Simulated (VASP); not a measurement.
Ta2Co7Ni7, 16 atoms in the cell. The cell holds an amorphous packing of atoms, 16 atoms: a = 5.636 Å, b = 5.765 Å, c = 5.973 Å, α = 92.28°, β = 87.51°, γ = 85.05°. 

- Program: VASP 6.6.1
- Task: single point
- Functional: PBE
- Potentials or basis: VASP PAW PBE potentials, release 64 (Co, Ni, Ta_pv)
- Cutoff: 520 eV
- k mesh: 1 × 1 × 1, shifted
- Occupations: fermi-dirac, width 0.1749 eV
- Spin: no spin polarisation
- Dipole correction: no
- Further INCAR settings: LREAL = Auto; ALGO = Normal; EDIFF = 1e-06; NBANDS = 92; ISYM = 0

Potentials or basis: VASP PAW PBE potentials, release 64 (Co, Ni, Ta_pv).

The run is started by

```sh
$ cat potpaw_PBE.64/Co/POTCAR potpaw_PBE.64/Ni/POTCAR potpaw_PBE.64/Ta_pv/POTCAR > POTCAR
$ mpirun -np 1 vasp_std > vasp.out
```

Hardware: 1 thread of AMD EPYC 9R45 96-Core Processor (Zen 5) (shared host).

Problem. How long does it take, and how much memory?

Solution. It took 84 s on 1 thread of AMD EPYC 9R45 96-Core Processor (Zen 5), on a shared host, peak memory 0.28 GiB. Counts: scf iterations 31, k points 1.
